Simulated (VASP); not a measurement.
**HfN: single point with PBE**

Crystal: HfN.

```
CELL_PARAMETERS angstrom
0.00000 2.27443 2.27443
2.27443 0.00000 2.27443
2.27443 2.27443 0.00000
ATOMIC_POSITIONS crystal
Hf 0.00000 0.00000 0.00000
N 0.50000 0.50000 0.50000
```

```
Program                : VASP 6.6.1
Task                   : single point
Functional             : PBE
Potentials or basis    : VASP PAW PBE potentials, release 64 (Hf_pv, N)
Cutoff                 : 520 eV
k mesh                 : 16 × 16 × 16
Occupations            : fermi-dirac, width 0.15 eV
Spin                   : no spin polarisation
Dipole correction      : no
Further INCAR settings : ALGO = Normal; EDIFF = 1e-06; NBANDS = 14
```

```
Pressure               : -2.4 GPa
Band gap on the k mesh : zero (an odd number of electrons rules out a gap without spin polarisation)
```

Levels at points of the mesh, in eV from the Fermi level:
| k point | band 5 | band 6 | band 7 | band 8 | band 9 | band 10 | band 11 | band 12 |
| --- | --- | --- | --- | --- | --- | --- | --- | --- |
| (0.00, 0.00, 0.00) | -3.01 | -3.01 | -3.01 | -0.34 | -0.34 | -0.34 | 1.60 | 1.92 |
| (0.50, 0.00, 0.00) | -8.77 | -6.08 | -6.08 | 3.18 | 3.60 | 3.60 | 4.32 | 8.59 |
| (0.50, 0.50, 0.00) | -5.42 | -3.72 | -3.69 | -3.69 | 3.99 | 5.35 | 5.37 | 5.37 |

It took 23 s on 1 thread of Intel(R) Xeon(R) Platinum 8259CL CPU @ 2.50GHz (Skylake/Cascade Lake), on a shared host, peak memory 0.18 GiB.

Caveat: spin-orbit coupling is left out, which moves the levels of the heavy elements.
